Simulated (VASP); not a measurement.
# Al2O (P1) in VASP: relaxation of cell and atoms with PBE

Aim: the relaxation of cell and atoms of Al2O with PBE.

All numbers are computed with VASP 6.6.1; they aren't measurements. Logs are shortened: lines on timing, memory, paths and dates and some standing lists are left out, and cuts for length are marked.

## Step 1: The cell of the first run

The typed cell holds 6 atoms: a = 2.886 Å, b = 3.674 Å, c = 7.968 Å, α = 91.10°, β = 92.27°, γ = 90.69°.

## Step 2: Relaxation of cell and atoms, PBE

The input, INCAR:

```
SYSTEM = Al2O
ALGO     = Normal         ! electronic algorithm
EDIFF    = 1E-7           ! SCF threshold, eV
EDIFFG   = -0.04          ! ionic threshold
ENCUT    = 600            ! plane-wave cutoff, eV
GGA      = PE             ! functional
IBRION   = 2              ! ionic algorithm
ISIF     = 3              ! what is computed and relaxed
ISMEAR   = 0              ! smearing method
LASPH    = .TRUE.         ! aspherical terms in the spheres
LCHARG   = .FALSE.        ! write CHGCAR
LREAL    = .FALSE.        ! projectors in reciprocal space
LWAVE    = .FALSE.        ! write WAVECAR
NELM     = 100            ! most SCF steps
NSW      = 90             ! ionic steps
PREC     = Accurate       ! precision mode
SIGMA    = 0.1            ! smearing width, eV
```

The input, KPOINTS:

```
k-points
0
G
  6 6 2
  0 0 0
```

The input, POSCAR:

```
Al2O
1.0
    2.8863402046      0.0000000000      0.0000000000
   -0.0444016180      3.6735067793      0.0000000000
   -0.3150849575     -0.1564105901      7.9598447265
Al O
4 2
Direct
    0.9664351307      0.5484891384      0.9902523641
    0.9918622074      0.0565370192      0.4898997122
    0.5085958141      0.1439988061      0.2083743711
    0.4874985789      0.6569686949      0.7101876252
    0.0146162141      0.0443196694      0.0543458063
    0.0309920548      0.5496866720      0.5469401210
```

Potentials or basis: VASP PAW PBE potentials, release 64 (Al, O).

Launch:

```
cat potpaw_PBE.64/Al/POTCAR potpaw_PBE.64/O/POTCAR > POTCAR
mpirun -np 1 vasp_std > vasp.out
```

OUTCAR:

```text
SYSTEM = Al2O
   EDIFF = 1E-7
   EDIFFG = -0.04
   ENCUT = 600
   GGA = PE
   IBRION = 2
   ISIF = 3
   ISMEAR = 0
   LASPH = .TRUE.
   LREAL = .FALSE.
   NELM = 100
   NSW = 90
   PREC = Accurate

 ion  position               nearest neighbor table
   1  0.966  0.548  0.990-   5 1.88   5 1.94   4 2.62   3 2.68   3 2.76   4 2.77   3 3.11   3 3.13

   2  0.992  0.057  0.490-   6 1.86   6 1.93   3 2.62   4 2.69   4 2.76   3 2.76   4 3.09   4 3.19

   3  0.509  0.144  0.208-   5 1.87   5 1.98   2 2.62   1 2.68   1 2.76   2 2.76   1 3.11   1 3.13

   4  0.487  0.657  0.710-   6 1.85   6 2.11   1 2.62   2 2.69   2 2.76   1 2.77   2 3.09   2 3.19

   5  0.015  0.044  0.054-   3 1.87   1 1.88   1 1.94   3 1.98
   6  0.031  0.550  0.547-   4 1.85   2 1.86   2 1.93   4 2.11

  LATTYP: Found a triclinic cell.
 ALAT       =     2.8863402046
 B/A-ratio  =     1.6281348187
 C/A-ratio  =     2.7604555634
 COS(alpha) =     0.0093171192
 COS(beta)  =     0.0395457112
 COS(gamma) =     0.6236482083

  Lattice vectors:

 A1 = (   2.8863402046,   0.0000000000,   0.0000000000)
 A2 = (   2.9307418226,  -3.6735067793,   0.0000000000)
 A3 = (   0.3150849575,   0.1564105901,  -7.9598447265)

Analysis of symmetry for initial positions (statically):
=====================================================================
 Subroutine PRICEL returns:
 Original cell was already a primitive cell.

 Routine SETGRP: Setting up the symmetry group for a
 triclinic supercell.

 Subroutine GETGRP returns: Found  1 space group operations
 (whereof  1 operations were pure point group operations)
 out of a pool of  2 trial point group operations.

The static configuration has the point symmetry C_1 .

Analysis of symmetry for dynamics (positions and initial velocities):
=====================================================================
 Subroutine PRICEL returns:
 Original cell was already a primitive cell.

 Routine SETGRP: Setting up the symmetry group for a
 triclinic supercell.

 Subroutine GETGRP returns: Found  1 space group operations
 (whereof  1 operations were pure point group operations)
 out of a pool of  2 trial point group operations.

The dynamic configuration has the point symmetry C_1 .

 Subroutine INISYM returns: Found  1 space group operations
 (whereof  1 operations are pure point group operations),
 and found     1 'primitive' translations

----------------------------------------------------------------------------------------

                                     Primitive cell

  volume of cell :      84.3982

  direct lattice vectors                    reciprocal lattice vectors
     2.886340205  0.000000000  0.000000000     0.346459506  0.004187651  0.013796647
    -0.044401618  3.673506779  0.000000000     0.000000000  0.272219451  0.005349100
    -0.315084957 -0.156410590  7.959844727     0.000000000  0.000000000  0.125630591

  length of vectors
     2.886340205  3.673775110  7.967613876     0.346759388  0.272272001  0.125630591

  position of ions in fractional coordinates (direct lattice)
     0.966435131  0.548489138  0.990252364
     0.991862207  0.056537019  0.489899712
     0.508595814  0.143998806  0.208374371
     0.487498579  0.656968695  0.710187625
     0.014616214  0.044319669  0.054345806
     0.030992055  0.549686672  0.546940121

  ion indices of the primitive-cell ions
   primitive index   ion index
                 1           1
                 2           2
                 3           3
                 4           4
                 5           5
                 6           6

----------------------------------------------------------------------------------------

 KPOINTS: k-points

Automatic generation of k-mesh.
 Grid dimensions read from file:
 generate k-points for:    6    6    2

 Generating k-lattice:

  Cartesian coordinates                     Fractional coordinates (reciprocal lattice)
     0.057743251  0.000697942  0.002299441     0.166666667  0.000000000  0.000000000
     0.000000000  0.045369909  0.000891517     0.000000000  0.166666667 -0.000000000
     0.000000000  0.000000000  0.062815296     0.000000000  0.000000000  0.500000000

  Length of vectors
     0.057793231  0.045378667  0.062815296

  Shift w.r.t. Gamma in fractional coordinates (k-lattice)
     0.000000000  0.000000000  0.000000000

 Subroutine IBZKPT returns following result:
 ===========================================

 Found     40 irreducible k-points:

 Following reciprocal coordinates:
            Coordinates               Weight
  0.000000  0.000000  0.000000      1.000000
  0.166667 -0.000000 -0.000000      2.000000
  0.333333 -0.000000 -0.000000      2.000000
  0.500000 -0.000000 -0.000000      1.000000
  0.000000  0.166667 -0.000000      2.000000
  0.166667  0.166667  0.000000      2.000000
[... 16 lines left out ...]
  0.333333 -0.000000  0.500000      2.000000
  0.500000 -0.000000  0.500000      1.000000
 [... further k-points ...]
   k-points           NKPTS =     40   k-points in BZ     NKDIM =     40   number of bands    NBANDS=     16
   number of dos      NEDOS =    301   number of ions     NIONS =      6
   total plane-waves  NPLWV =  46080
   dimension x,y,z NGX =    24 NGY =   30 NGZ =   64
   dimension x,y,z NGXF=    48 NGYF=   60 NGZF=  128
   ions per type =               4   2
   NGX,Y,Z   is equivalent  to a cutoff of  13.82, 13.58, 13.35 a.u.
   NGXF,Y,Z  is equivalent  to a cutoff of  27.65, 27.15, 26.71 a.u.
 SYSTEM =  Al2O
   PREC   = accura    normal or accurate (medium, high low for compatibility)
   ISTART =      0    job   : 0-new  1-cont  2-samecut
   ICHARG =      2    charge: 1-file 2-atom 10-const
   ISPIN  =      1    spin polarized calculation?
   LNONCOLLINEAR =      F non collinear calculations
   LSORBIT =      F    spin-orbit coupling
   LASPH  =      T    aspherical Exc in radial PAW
   ENCUT  =  600.0 eV  44.10 Ry    6.64 a.u.   5.76  7.34 15.91*2*pi/ulx,y,z
   NELM   =    100;   NELMIN=  2; NELMDL= -5     # of ELM steps
   EDIFF  = 0.1E-06   stopping-criterion for ELM
   LREAL  =      F    real-space projection
   EDIFFG = -.4E-01   stopping-criterion for IOM
   NSW    =     90    number of steps for IOM
   IBRION =      2    ionic relax: 0-MD 1-quasi-New 2-CG
   NFREE  =      1    steps in history (QN), initial steepest desc. (CG)
   ISIF   =      3    stress and relaxation
   ISYM   =      2    0-nonsym 1-usesym 2-fastsym
   POTIM  = 0.5000    time-step for ionic-motion
   TEBEG  =    0.0;   TEEND  =   0.0 temperature during run
   PSTRESS=    0.0 pullay stress
   NELECT =      24.0000    total number of electrons
   NUPDOWN=      -1.0000    fix difference up-down
   EMIN   =  10.00;   EMAX   =-10.00  energy-range for DOS
   EFERMI =   0.00;   METHOD = LEGACY
   ISMEAR =     0;   SIGMA  =   0.10  broadening in eV -4-tet -1-fermi 0-gaus
   EFERMI_NEDOS =   21; number of points for ismear=-14 and -15
   IALGO  =     38    algorithm
   IMIX   =      4    mixing-type and parameters
     AMIX     =   0.40;   BMIX     =  1.00
     AMIX_MAG =   1.60;   BMIX_MAG =  1.00
  volume/ion in A,a.u.               =      14.07        94.92
  Fermi-wavevector in a.u.,A,eV,Ry     =   1.076550  2.034385 15.768611  1.158960
  Thomas-Fermi vector in A             =   2.212438
   LORBIT       =      0    0 simple, 1 ext, 2 COOP (PROOUT), +10 PAW based schemes
   GGA     = PE    functional components
   LHFCALC =     F    Hartree Fock is set to
   AEXX    =    0.0000 exact exchange contribution
   IVDW    =     0    specifies the selected vdW correction
   LEPSILON=     F    determine dielectric tensor
   LRPA    =     F    only Hartree local field effects (RPA)
 conjugate gradient relaxation of ions
 non-spin polarized calculation
 Gauss-broadening in eV      SIGMA  =   0.10
  energy-cutoff  :      600.00
  volume of cell :       84.40
 maximum number of plane-waves:      2835
   NGX = 11   NGY = 15   NGZ = 31

--------------------------------------- Ionic step        1  -------------------------------------------

 number of electron      23.9999996 magnetization

 Free energy of the ion-electron system (eV)
  ---------------------------------------------------
  ext. energy  EPLUGINS =         0.00000000
  ---------------------------------------------------
  free energy    TOTEN  =       -31.58981370 eV

  energy without entropy =      -31.58401691  energy(sigma->0) =      -31.58691530

 E-fermi :   7.0185     XC(G=0): -10.0350

 val. band max:        6.9948699148   @ k =   0.5000  -0.0000  -0.0000
 cond. band min:       7.0188716329   @ k =   0.5000   0.5000   0.5000
 fundamental gap:      0.0240017181
 Fermi energy:         7.0184503976

 k-point     1 :       0.0000    0.0000    0.0000
  band No.  band energies     occupation
      1     -14.2879      2.00000
      2     -14.0719      2.00000
      3      -2.0499      2.00000
      4      -0.6752      2.00000
      5      -0.4904      2.00000
      6      -0.1773      2.00000
[... 8 lines left out ...]
     15      10.9737      0.00000
     16      12.4613      0.00000
[... 420 lines left out ...]
  band No.  band energies     occupation
      1     -13.7200      2.00000
      2     -13.5224      2.00000
      3      -1.8665      2.00000
      4      -1.5735      2.00000
      5      -0.1243      2.00000
      6      -0.0277      2.00000
[... 8 lines left out ...]
     15       9.5204      0.00000
     16       9.5969      0.00000

 [... further k-points ...]

------------------------ aborting loop because EDIFF is reached ----------------------------------------

  FORCE on cell =-STRESS in cart. coord.  units (eV):
  Direction    XX          YY          ZZ          XY          YZ          ZX
  --------------------------------------------------------------------------------------
  -------------------------------------------------------------------------------------
  Total        0.0784584      2.2968694      4.0137561      0.5214025      0.2506264      1.2331005
  in kB        1.4894193     43.6027549     76.1953735      9.8980754      4.7577817     23.4086356
  external PRESSURE =      40.4291826 kB  Pullay stress =       0.0000000 kB
[... 101 lines left out ...]
  FREE ENERGIE OF THE ION-ELECTRON SYSTEM (eV)
  ---------------------------------------------------
  free  energy   TOTEN  =       -31.7291218165 eV

  energy  without entropy=      -31.7238538288  energy(sigma->0) =      -31.72648782

[... ionic steps 4 to 11 ...]

--------------------------------------- Ionic step       12  -------------------------------------------

 number of electron      23.9999997 magnetization

------------------------ aborting loop because EDIFF is reached ----------------------------------------

  FORCE on cell =-STRESS in cart. coord.  units (eV):
  Direction    XX          YY          ZZ          XY          YZ          ZX
  --------------------------------------------------------------------------------------
  -------------------------------------------------------------------------------------
  Total        0.0300547      0.1131397     -0.0603617      0.0272042     -0.0065632      0.0425122
  in kB        0.5453753      2.0530438     -1.0953292      0.4936503     -0.1190973      0.7714302
  external PRESSURE =       0.5010300 kB  Pullay stress =       0.0000000 kB
[... 65 lines left out ...]
  energy  without entropy=      -31.8373132918  energy(sigma->0) =      -31.83921953

--------------------------------------- Ionic step       14  -------------------------------------------

 number of electron      23.9999998 magnetization

 Free energy of the ion-electron system (eV)
  ---------------------------------------------------
  ext. energy  EPLUGINS =         0.00000000
  ---------------------------------------------------
  free energy    TOTEN  =       -31.84197372 eV

  energy without entropy =      -31.83819893  energy(sigma->0) =      -31.84008632

 E-fermi :   6.5210     XC(G=0):  -9.8253

 val. band max:        6.5128404387   @ k =   0.5000  -0.0000  -0.0000
 cond. band min:       6.5943767238   @ k =   0.5000   0.5000  -0.0000
 fundamental gap:      0.0815362852
 Fermi energy:         6.5209560941

 k-point     1 :       0.0000    0.0000    0.0000
  band No.  band energies     occupation
      1     -14.5518      2.00000
      2     -14.5057      2.00000
      3      -2.3060      2.00000
      4      -1.1070      2.00000
      5      -0.7802      2.00000
      6      -0.4517      2.00000
[... 8 lines left out ...]
     15      10.2892      0.00000
     16      12.1538      0.00000
[... 420 lines left out ...]
  band No.  band energies     occupation
      1     -13.9323      2.00000
      2     -13.9280      2.00000
      3      -2.0934      2.00000
      4      -2.0893      2.00000
      5      -0.3924      2.00000
      6      -0.3905      2.00000
[... 8 lines left out ...]
     15       8.9646      0.00000
     16       8.9727      0.00000

 [... further k-points ...]

------------------------ aborting loop because EDIFF is reached ----------------------------------------

  FORCE on cell =-STRESS in cart. coord.  units (eV):
  Direction    XX          YY          ZZ          XY          YZ          ZX
  --------------------------------------------------------------------------------------
  -------------------------------------------------------------------------------------
  Total       -0.0157160     -0.0268217     -0.0543844      0.0040595     -0.0000119     -0.0031000
  in kB       -0.2849700     -0.4863424     -0.9861224      0.0736095     -0.0002158     -0.0562099
  external PRESSURE =      -0.5858116 kB  Pullay stress =       0.0000000 kB
[... 21 lines left out ...]
  FREE ENERGIE OF THE ION-ELECTRON SYSTEM (eV)
  ---------------------------------------------------
  free  energy   TOTEN  =       -31.8419737151 eV

  energy  without entropy=      -31.8381989258  energy(sigma->0) =      -31.84008632

 reached required accuracy - stopping structural energy minimisation
```

Wall time 11 min (1 thread of AMD EPYC 7R13 (Zen 3), shared host); peak memory 0.2 GiB.

Results:

```
Free energy                            : -31.8420 eV
Relaxed volume                         : 14.73 Å³/atom
Relaxed cell                           : a = 2.854 Å, b = 3.748 Å, c = 8.267 Å, α = 87.90°, β = 90.14°, γ = 90.02°
Space group after relaxing (to 0.05 Å) : Pm (No. 6)
Energy gained by relaxing              : 42.0 meV/atom
Ionic steps                            : 14
Pressure after relaxing                : -0.1 GPa
Largest force after relaxing           : 0.038 eV/Å
Band gap on the k mesh                 : zero (band 12 reaches 7.09 eV, above the bottom of band 13 at 6.35 eV)
```

Forces in eV/Å, atoms in the order of the input:
```
Al  -0.002 -0.001  0.027
Al   0.000 -0.006  0.034
Al  -0.019  0.004 -0.030
Al  -0.016 -0.015 -0.024
O    0.031  0.021  0.005
O    0.006 -0.004 -0.011
```

The path:
| step | energy change (eV) | largest force (eV/Å) | pressure (GPa) | volume (Å³) |
| --- | --- | --- | --- | --- |
| 1 | 0.0000 | 0.7218 | 4.04 | 84.40 |
| 2 | -0.1382 | 0.6696 | -1.74 | 88.78 |
| 3 | -0.1393 | 0.6720 | -2.21 | 89.21 |
| 4 | -0.2068 | 0.3314 | -0.47 | 88.31 |
| 5 | -0.2096 | 0.3522 | 0.04 | 88.09 |
| 6 | -0.2342 | 0.1897 | 0.33 | 87.91 |
| 7 | -0.2406 | 0.1790 | 0.62 | 87.76 |
| 8 | -0.2471 | 0.1178 | -0.42 | 88.60 |
| 9 | -0.2471 | 0.1190 | -0.44 | 88.61 |
| 10 | -0.2498 | 0.0631 | 0.02 | 88.32 |
| 11 | -0.2499 | 0.0664 | 0.05 | 88.31 |
| 12 | -0.2510 | 0.0467 | 0.05 | 88.29 |
| 13 | -0.2513 | 0.0646 | 0.05 | 88.28 |
| 14 | -0.2522 | 0.0378 | -0.06 | 88.36 |

Final structure:
```
Al O
1.0
     2.85299    0.01625    0.05182
    -0.02451    3.74659    0.10448
    -0.17011    0.07182    8.26505
Al O
4 2
Direct
  0.99744 0.56838 0.98864
  0.00205 0.07219 0.48863
  0.49825 0.12965 0.20462
  0.50375 0.63413 0.70467
  0.99574 0.04601 0.05667
  0.00276 0.54965 0.55678
```

Caveat: the k points lie up to 0.38 Å⁻¹ apart in the final cell.
